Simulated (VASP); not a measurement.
BeTe, 8 atoms in the cell. It takes space group F-43m (No. 216, cubic). The conventional cell has a = 5.593 Å, b = 5.593 Å, c = 5.593 Å, α = 90.00°, β = 90.00°, γ = 90.00°. Be (site symmetry -43m) has 4 Te at 2.42 Å within 3.2 Å. Within 3.2 Å of Te (site symmetry -43m) lie 4 Be at 2.42 Å. 

| Property | Result |
| --- | --- |
| Program | VASP 6.6.1 |
| Task | single point |
| Functional | PBE |
| Dispersion | D4 |
| Potentials or basis | VASP PAW PBE potentials, release 64 (Be, Te) |
| Cutoff | 600 eV |
| k mesh | 4 × 4 × 4 |
| Occupations | fermi-dirac, width 0.01 eV |
| Spin | no spin polarisation |
| Dipole correction | no |
| Further INCAR settings | ALGO = Normal; EDIFF = 1e-06; NBANDS = 26 |

Potentials or basis: VASP PAW PBE potentials, release 64 (Be, Te).

The run is started by

```console
$ cat potpaw_PBE.64/Be/POTCAR potpaw_PBE.64/Te/POTCAR > POTCAR
$ mpirun -np 1 vasp_std > vasp.out
```

Hardware: 1 thread of Intel(R) Xeon(R) 6975P-C (Granite Rapids), with other jobs on the host.

Estimate the wall time of this run.

It took 31 s on 1 thread of Intel(R) Xeon(R) 6975P-C (Granite Rapids), on a shared host, peak memory 0.33 GiB. Counts: scf iterations 13, k points 10.
